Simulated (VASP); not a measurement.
# Ge (Fd-3m) in VASP: a series of runs

The runs below take Ge through single point, relaxation of cell and atoms, with revPBE.

Program: VASP 6.6.1. These are calculated values, not measurements. Logs are shortened: lines on timing, memory, paths and dates and some standing lists are left out, and cuts for length are marked.

### Step 1. The cell of the first run

The structure is cubic, space group Fd-3m (No. 227). Conventional cell: a = 5.811 Å, b = 5.811 Å, c = 5.811 Å, α = 90.00°, β = 90.00°, γ = 90.00°. Ge (site symmetry -43m) has 4 Ge at 2.52 Å within 3.3 Å.

### Step 2. Single point, revPBE

Contents of INCAR:

```
ALGO     = Normal         # electronic algorithm
EDIFF    = 1E-6           # SCF threshold, eV
ENCUT    = 520            # plane-wave cutoff, eV
GGA      = RE             # functional
ISIF     = 2              # what is computed and relaxed
ISMEAR   = -1             # smearing method
LASPH    = True           # aspherical terms in the spheres
LCHARG   = True           # write CHGCAR
LELF     = True           # ELF
LREAL    = False          # projectors in reciprocal space
LVHAR    = True         
LWAVE    = False          # write WAVECAR
NBANDS   = 21             # bands
NELM     = 60             # most SCF steps
PREC     = Accurate       # precision mode
SIGMA    = 0.05           # smearing width, eV
```

Contents of KPOINTS:

```
k-points
0
Gamma
  5 5 5
```

Contents of POSCAR:

```
Ge
1.0
    0.0000000000      2.9055419186      2.9055419186
    2.9055419186      0.0000000000      2.9055419186
    2.9055419186      2.9055419186      0.0000000000
Ge
2
Direct
    0.5000000000      0.5000000000      0.5000000000
    0.7500000000      0.7500000000      0.7500000000
```

Potentials or basis: VASP PAW PBE potentials, release 64 (Ge_d).

Started as:

```bash
cat potpaw_PBE.64/Ge_d/POTCAR > POTCAR
mpirun -np 1 vasp_std > vasp.out
```

OUTCAR:

```text
EDIFF = 1E-6
   ENCUT = 520
   GGA = RE
   ISIF = 2
   ISMEAR = -1
   LASPH = True
   LREAL = False
   NELM = 60
   PREC = Accurate

 ion  position               nearest neighbor table
   1  0.500  0.500  0.500-   2 2.52   2 2.52   2 2.52   2 2.52
   2  0.750  0.750  0.750-   1 2.52   1 2.52   1 2.52   1 2.52

  LATTYP: Found a face centered cubic cell.
 ALAT       =     5.8110838372

  Lattice vectors:

 A1 = (   0.0000000000,   2.9055419186,   2.9055419186)
 A2 = (   2.9055419186,   0.0000000000,   2.9055419186)
 A3 = (   2.9055419186,   2.9055419186,   0.0000000000)

Analysis of symmetry for initial positions (statically):
=====================================================================
 Subroutine PRICEL returns:
 Original cell was already a primitive cell.

 Routine SETGRP: Setting up the symmetry group for a
 face centered cubic supercell.

 Subroutine GETGRP returns: Found 48 space group operations
 (whereof 24 operations were pure point group operations)
 out of a pool of 48 trial point group operations.

The static configuration has the point symmetry T_d .
 The point group associated with its full space group is O_h .

Analysis of symmetry for dynamics (positions and initial velocities):
=====================================================================
 Subroutine PRICEL returns:
 Original cell was already a primitive cell.

 Routine SETGRP: Setting up the symmetry group for a
 face centered cubic supercell.

 Subroutine GETGRP returns: Found 48 space group operations
 (whereof 24 operations were pure point group operations)
 out of a pool of 48 trial point group operations.

The dynamic configuration has the point symmetry T_d .
 The point group associated with its full space group is O_h .

 Subroutine INISYM returns: Found 48 space group operations
 (whereof 24 operations are pure point group operations),
 and found     1 'primitive' translations

----------------------------------------------------------------------------------------

                                     Primitive cell

  volume of cell :      49.0582

  direct lattice vectors                    reciprocal lattice vectors
     0.000000000  2.905541919  2.905541919    -0.172084938  0.172084938  0.172084938
     2.905541919  0.000000000  2.905541919     0.172084938 -0.172084938  0.172084938
     2.905541919  2.905541919  0.000000000     0.172084938  0.172084938 -0.172084938

  length of vectors
     4.109056787  4.109056787  4.109056787     0.298059855  0.298059855  0.298059855

  position of ions in fractional coordinates (direct lattice)
     0.500000000  0.500000000  0.500000000
     0.750000000  0.750000000  0.750000000

  ion indices of the primitive-cell ions
   primitive index   ion index
                 1           1
                 2           2

----------------------------------------------------------------------------------------

 KPOINTS: k-points

Automatic generation of k-mesh.
 Grid dimensions read from file:
 generate k-points for:    5    5    5

 Generating k-lattice:

  Cartesian coordinates                     Fractional coordinates (reciprocal lattice)
    -0.034416988  0.034416988  0.034416988     0.200000000  0.000000000  0.000000000
     0.034416988 -0.034416988  0.034416988     0.000000000  0.200000000  0.000000000
     0.034416988  0.034416988 -0.034416988     0.000000000  0.000000000  0.200000000

  Length of vectors
     0.059611971  0.059611971  0.059611971

  Shift w.r.t. Gamma in fractional coordinates (k-lattice)
     0.000000000  0.000000000  0.000000000

 Subroutine IBZKPT returns following result:
 ===========================================

 Found     10 irreducible k-points:

 Following reciprocal coordinates:
            Coordinates               Weight
  0.000000  0.000000  0.000000      1.000000
  0.200000  0.000000  0.000000      8.000000
  0.400000  0.000000  0.000000      8.000000
  0.200000  0.200000  0.000000      6.000000
  0.400000  0.200000  0.000000     24.000000
 -0.400000  0.200000  0.000000     24.000000
 -0.200000  0.200000  0.000000     12.000000
  0.400000  0.400000  0.000000      6.000000
 -0.400000  0.400000  0.000000     12.000000
 -0.400000  0.400000  0.200000     24.000000
   k-points           NKPTS =     10   k-points in BZ     NKDIM =     10   number of bands    NBANDS=     21
   number of dos      NEDOS =    301   number of ions     NIONS =      2
   total plane-waves  NPLWV =  32768
   dimension x,y,z NGX =    32 NGY =   32 NGZ =   32
   dimension x,y,z NGXF=    64 NGYF=   64 NGZF=   64
   ions per type =               2
   NGX,Y,Z   is equivalent  to a cutoff of  12.95, 12.95, 12.95 a.u.
   NGXF,Y,Z  is equivalent  to a cutoff of  25.89, 25.89, 25.89 a.u.
 SYSTEM =  unknown system
   PREC   = accura    normal or accurate (medium, high low for compatibility)
   ISTART =      0    job   : 0-new  1-cont  2-samecut
   ICHARG =      2    charge: 1-file 2-atom 10-const
   ISPIN  =      1    spin polarized calculation?
   LNONCOLLINEAR =      F non collinear calculations
   LSORBIT =      F    spin-orbit coupling
   LASPH  =      T    aspherical Exc in radial PAW
   ENCUT  =  520.0 eV  38.22 Ry    6.18 a.u.   7.64  7.64  7.64*2*pi/ulx,y,z
   NELM   =     60;   NELMIN=  2; NELMDL= -5     # of ELM steps
   EDIFF  = 0.1E-05   stopping-criterion for ELM
   LREAL  =      F    real-space projection
   EDIFFG = 0.1E-04   stopping-criterion for IOM
   NSW    =      0    number of steps for IOM
   IBRION =     -1    ionic relax: 0-MD 1-quasi-New 2-CG
   NFREE  =      0    steps in history (QN), initial steepest desc. (CG)
   ISIF   =      2    stress and relaxation
   ISYM   =      2    0-nonsym 1-usesym 2-fastsym
   POTIM  = 0.5000    time-step for ionic-motion
   TEBEG  =    0.0;   TEEND  =   0.0 temperature during run
   PSTRESS=    0.0 pullay stress
   NELECT =      28.0000    total number of electrons
   NUPDOWN=      -1.0000    fix difference up-down
   EMIN   =  10.00;   EMAX   =-10.00  energy-range for DOS
   EFERMI =   0.00;   METHOD = LEGACY
   ISMEAR =    -1;   SIGMA  =   0.05  broadening in eV -4-tet -1-fermi 0-gaus
   EFERMI_NEDOS =   21; number of points for ismear=-14 and -15
   IALGO  =     38    algorithm
   IMIX   =      4    mixing-type and parameters
     AMIX     =   0.40;   BMIX     =  1.00
     AMIX_MAG =   1.60;   BMIX_MAG =  1.00
  volume/ion in A,a.u.               =      24.53       165.53
  Fermi-wavevector in a.u.,A,eV,Ry     =   1.357971  2.566192 25.090288  1.844084
  Thomas-Fermi vector in A             =   2.484844
   LORBIT       =      0    0 simple, 1 ext, 2 COOP (PROOUT), +10 PAW based schemes
   GGA     = RE    functional components
   LHFCALC =     F    Hartree Fock is set to
   AEXX    =    0.0000 exact exchange contribution
   IVDW    =     0    specifies the selected vdW correction
   LEPSILON=     F    determine dielectric tensor
   LRPA    =     F    only Hartree local field effects (RPA)
 non-spin polarized calculation
  energy-cutoff  :      520.00
  volume of cell :       49.06
 maximum number of plane-waves:      1363
   NGX = 15   NGY = 15   NGZ = 15

 number of electron      27.9999979 magnetization

 Free energy of the ion-electron system (eV)
  ---------------------------------------------------
  ext. energy  EPLUGINS =         0.00000000
  ---------------------------------------------------
  free energy    TOTEN  =        -8.37665133 eV

  energy without entropy =       -8.37301867  energy(sigma->0) =       -8.37483500

 E-fermi :   4.3244     XC(G=0):  -9.3965

 val. band max:        3.7503866197   @ k =   0.0000   0.0000   0.0000
 cond. band min:       4.3416198253   @ k =   0.0000   0.0000   0.0000
 fundamental gap:      0.5912332056
 Fermi energy:         4.3243738565

 k-point     1 :       0.0000    0.0000    0.0000
  band No.  band energies     occupation
      1     -20.3861      2.00000
      2     -20.3861      2.00000
      3     -20.3861      2.00000
      4     -20.3564      2.00000
      5     -20.3564      2.00000
      6     -20.1857      2.00000
[... 13 lines left out ...]
     20      13.5746      0.00000
     21      13.5746      0.00000

 k-point     2 :       0.2000    0.0000    0.0000
  band No.  band energies     occupation
      1     -20.3978      2.00000
      2     -20.3978      2.00000
      3     -20.3811      2.00000
      4     -20.3389      2.00000
      5     -20.3389      2.00000
      6     -20.2043      2.00000
[... 13 lines left out ...]
     20      12.5025      0.00000
     21      12.5025      0.00000

 k-point     3 :       0.4000    0.0000    0.0000
  band No.  band energies     occupation
      1     -20.4054      2.00000
      2     -20.4054      2.00000
      3     -20.3727      2.00000
      4     -20.3241      2.00000
      5     -20.3241      2.00000
      6     -20.2156      2.00000
[... 13 lines left out ...]
     20      13.9512      0.00000
     21      13.9512      0.00000

 k-point     4 :       0.2000    0.2000    0.0000
  band No.  band energies     occupation
      1     -20.3968      2.00000
      2     -20.3968      2.00000
      3     -20.3923      2.00000
      4     -20.3387      2.00000
      5     -20.3170      2.00000
      6     -20.2384      2.00000
[... 13 lines left out ...]
     20      13.2100      0.00000
     21      14.2260      0.00000

 k-point     5 :       0.4000    0.2000    0.0000
  band No.  band energies     occupation
      1     -20.4156      2.00000
      2     -20.4063      2.00000
      3     -20.3690      2.00000
      4     -20.3179      2.00000
      5     -20.2954      2.00000
      6     -20.2594      2.00000
[... 13 lines left out ...]
     20      14.2879      0.00000
     21      15.1855      0.00000

 k-point     6 :      -0.4000    0.2000    0.0000
  band No.  band energies     occupation
      1     -20.4223      2.00000
      2     -20.4121      2.00000
      3     -20.3491      2.00000
      4     -20.3079      2.00000
      5     -20.3014      2.00000
      6     -20.2409      2.00000
[... 13 lines left out ...]
     20      13.4901      0.00000
     21      14.9462      0.00000

 k-point     7 :      -0.2000    0.2000    0.0000
  band No.  band energies     occupation
      1     -20.4098      2.00000
      2     -20.4097      2.00000
      3     -20.3638      2.00000
      4     -20.3303      2.00000
      5     -20.3122      2.00000
      6     -20.2311      2.00000
[... 13 lines left out ...]
     20      13.9347      0.00000
     21      14.3292      0.00000

 k-point     8 :       0.4000    0.4000    0.0000
  band No.  band energies     occupation
      1     -20.4117      2.00000
      2     -20.4117      2.00000
      3     -20.3682      2.00000
      4     -20.3101      2.00000
      5     -20.2932      2.00000
      6     -20.2511      2.00000
[... 13 lines left out ...]
     20      16.1872      0.00000
     21      16.3134      0.00000

 k-point     9 :      -0.4000    0.4000    0.0000
  band No.  band energies     occupation
      1     -20.4251      2.00000
      2     -20.4146      2.00000
      3     -20.3414      2.00000
      4     -20.3084      2.00000
      5     -20.2715      2.00000
      6     -20.2618      2.00000
[... 13 lines left out ...]
     20      14.5120      0.00000
     21      16.8215      0.00000

 k-point    10 :      -0.4000    0.4000    0.2000
  band No.  band energies     occupation
      1     -20.4239      2.00000
      2     -20.4196      2.00000
      3     -20.3363      2.00000
      4     -20.2951      2.00000
      5     -20.2850      2.00000
      6     -20.2682      2.00000
[... 13 lines left out ...]
     20      14.3609      0.00000
     21      16.9401      0.00000

------------------------ aborting loop because EDIFF is reached ----------------------------------------

  FORCE on cell =-STRESS in cart. coord.  units (eV):
  Direction    XX          YY          ZZ          XY          YZ          ZX
  --------------------------------------------------------------------------------------
  -------------------------------------------------------------------------------------
  Total       -0.0368683     -0.0368683     -0.0368683      0.0000000      0.0000000      0.0000000
  in kB       -1.2040718     -1.2040718     -1.2040718      0.0000000      0.0000000      0.0000000
  external PRESSURE =      -1.2040718 kB  Pullay stress =       0.0000000 kB

 VOLUME and BASIS-vectors are now :
 -----------------------------------------------------------------------------
  energy-cutoff  :      520.00
  volume of cell :       49.06
      direct lattice vectors                 reciprocal lattice vectors
     0.000000000  2.905541919  2.905541919    -0.172084938  0.172084938  0.172084938
     2.905541919  0.000000000  2.905541919     0.172084938 -0.172084938  0.172084938
     2.905541919  2.905541919  0.000000000     0.172084938  0.172084938 -0.172084938

 POSITION                                       TOTAL-FORCE (eV/Angst)
 -----------------------------------------------------------------------------------
      2.90554      2.90554      2.90554         0.000000     -0.000000     -0.000000
      4.35831      4.35831      4.35831         0.000000      0.000000      0.000000
 -----------------------------------------------------------------------------------
    total drift:                               -0.000000     -0.000000      0.000000

  FREE ENERGIE OF THE ION-ELECTRON SYSTEM (eV)
  ---------------------------------------------------
  free  energy   TOTEN  =        -8.3766513337 eV

  energy  without entropy=       -8.3730186668  energy(sigma->0) =       -8.37483500
```

Run time: 7.2 s. Hardware: 1 thread of Intel Xeon Platinum 8559C (Emerald Rapids), shared host; peak memory 0.17 GiB.

What came out:

```
Free energy            : -8.3767 eV
Pressure               : -0.1 GPa
Band gap on the k mesh : zero (filled and empty bands touch)
```

Levels at points of the mesh, in eV from the Fermi level:
```tsv
k point	band 10	band 11	band 12	band 13	band 14	band 15	band 16	band 17	band 18	band 19
(0.00, 0.00, 0.00)	-24.50	-12.14	-0.57	0.02	0.02	0.02	2.54	2.54	2.54	6.43
```

Caveat: the k points lie up to 0.37 Å⁻¹ apart; the PAW data sets were made with another functional, which shifts forces and pressure a little.

(Part 1 of 2 ends here.)
